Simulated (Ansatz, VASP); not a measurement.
V: VASP beside Ansatz

POSCAR

```
V
1.0
   -1.4917693513      1.4917693513      1.4917693513
    1.4917693513     -1.4917693513      1.4917693513
    1.4917693513      1.4917693513     -1.4917693513
V
1
Direct
    0.0000000000      0.0000000000      0.0000000000
```

File INCAR.step1:

```
PREC     = Accurate       # precision mode
ENCUT    = 520            # plane-wave cutoff, eV
ISMEAR   = -1             # smearing method
SIGMA    = 0.1            # smearing width, eV
LREAL    = F              # projectors in reciprocal space
LASPH    = T              # aspherical terms in the spheres
NELM     = 100            # most SCF steps
NBANDS   = 12             # bands
GGA      = PE             # functional
ALGO     = Normal         # electronic algorithm
EDIFF    = 1E-4           # SCF threshold, eV
LWAVE    = T              # write WAVECAR
LCHARG   = F              # write CHGCAR
```

INCAR.step2

```
PREC     = Accurate       # precision mode
ENCUT    = 520            # plane-wave cutoff, eV
EDIFF    = 1E-6           # SCF threshold, eV
ISMEAR   = -1             # smearing method
SIGMA    = 0.1            # smearing width, eV
LREAL    = F              # projectors in reciprocal space
LASPH    = T              # aspherical terms in the spheres
NELM     = 100            # most SCF steps
ALGO     = Normal         # electronic algorithm
ISIF     = 2              # what is computed and relaxed
LWAVE    = F              # write WAVECAR
LCHARG   = F              # write CHGCAR
METAGGA  = R2SCAN         # meta-GGA
LMIXTAU  = T            
NBANDS   = 12             # bands
ISTART   = 1
```

The input KPOINTS:

```
regular mesh
0
Gamma
  15 15 15
```

Input for Ansatz:

```yaml
crystal:
  lattice:
    - [-1.4917693513, 1.4917693513, 1.4917693513]
    - [1.4917693513, -1.4917693513, 1.4917693513]
    - [1.4917693513, 1.4917693513, -1.4917693513]
  atoms:
    - { symbol: V, position: [0.0, 0.0, 0.0] }
hamiltonian:
  xc: r2scan
  pseudopotentials:
    kind: paw
    azcp:
      V: "pseudopotentials/V.paw.azcp"
basis:
  ecutwfc: 500
  fft_grid_basis: typed
kpoints:
  mp_grid: { grid: [15, 15, 15], shift: [0, 0, 0] }
magnetization:
  spin_polarized: false
scf:
  occupations: { method: fermi_dirac, width: 0.1 }
  lower_state_search: "off"
output:
  stress: true
```

Alike in both runs: task single point; functional r2SCAN; k mesh 15 × 15 × 15; occupations fermi-dirac, width 0.1 eV; no spin polarisation.

```csv
,VASP,Ansatz
version,VASP 6.6.1,Ansatz 0.2.0
potentials or method,"VASP PAW PBE potentials, release 64 (V_sv), cutoff 520 eV","plane waves (500 eV) with PAW, scalar-relativistic"
valence electrons in the cell,13,13
```

```tsv
	VASP	Ansatz	Ansatz less VASP
pressure (GPa)	0.7	0.0	-0.71
```

VASP's potentials were made for PBE, not for r2SCAN. The functional is the same, so the differences come from potentials, cutoffs and numerics.
